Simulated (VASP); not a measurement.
Wanted: the native input for a VASP 6.6.1 run.

```
Task                   : single point
Functional             : r2SCAN
Potentials or basis    : VASP PAW PBE potentials, release 64 (Fe)
Cutoff                 : 520 eV
k mesh                 : 15 × 15 × 15
Occupations            : fermi-dirac, width 0.6 eV
Spin                   : collinear spin, ferromagnetic start
Starting moments       : [2.804] μB
Dipole correction      : no
Further INCAR settings : ALGO = Normal; EDIFF = 1e-06; NBANDS = 14
```

Crystal: Fe.

```
Fe
1.0
    -1.43455    1.43455    1.43455
     1.43455   -1.43455    1.43455
     1.43455    1.43455   -1.43455
Fe
1
Direct
  0.00000 0.00000 0.00000
```

These files were run (other wordings do the same):

POSCAR

```
Fe
1.0
   -1.4345540696      1.4345540696      1.4345540696
    1.4345540696     -1.4345540696      1.4345540696
    1.4345540696      1.4345540696     -1.4345540696
Fe
1
Direct
    0.0000000000      0.0000000000      0.0000000000
```

INCAR.step1

```
  PREC = Accurate
  ENCUT = 520
  ISMEAR = -1
  SIGMA = 0.6
  LREAL = False
  LASPH = True
  NELM = 150
  ISPIN = 2
  MAGMOM = 2.804
  LMAXMIX = 4
  NBANDS = 14
  GGA = PE
  ALGO = Normal
  EDIFF = 1E-4
  LWAVE = True
  LCHARG = False
```

INCAR.step2

```
  PREC = Accurate
  ENCUT = 520
  EDIFF = 1E-6
  ISMEAR = -1
  SIGMA = 0.6
  LREAL = False
  LASPH = True
  NELM = 150
  ALGO = Normal
  ISIF = 2
  LWAVE = False
  LCHARG = True
  ISPIN = 2
  MAGMOM = 2.804
  LORBIT = 11
  LMAXMIX = 4
  METAGGA = R2SCAN
  LMIXTAU = True
  LELF = True
  LVHAR = True
  NBANDS = 14
  ISTART = 1
```

KPOINTS

```
regular mesh
0
Gamma
  15 15 15
```

Potentials or basis: VASP PAW PBE potentials, release 64 (Fe).

The run is started by

```console
$ cat potpaw_PBE.64/Fe/POTCAR > POTCAR
$ cp INCAR.step1 INCAR
$ mpirun -np 1 vasp_std > vasp.out
$ cp INCAR.step2 INCAR
$ mpirun -np 1 vasp_std > vasp.out
```

Results of the run:

* Pressure: 1.5 GPa
* Net moment: 2.43 μB per cell
* Site moments: Fe +2.46 μB
* Valence electrons inside the program's atomic spheres: Fe 7.20

Caveat: the PAW data sets were made with another functional, which shifts forces and pressure a little.

Run time: 4 min on 1 thread of Intel(R) Xeon(R) Platinum 8259CL CPU @ 2.50GHz (Skylake/Cascade Lake), on a shared host, peak memory 0.15 GiB.
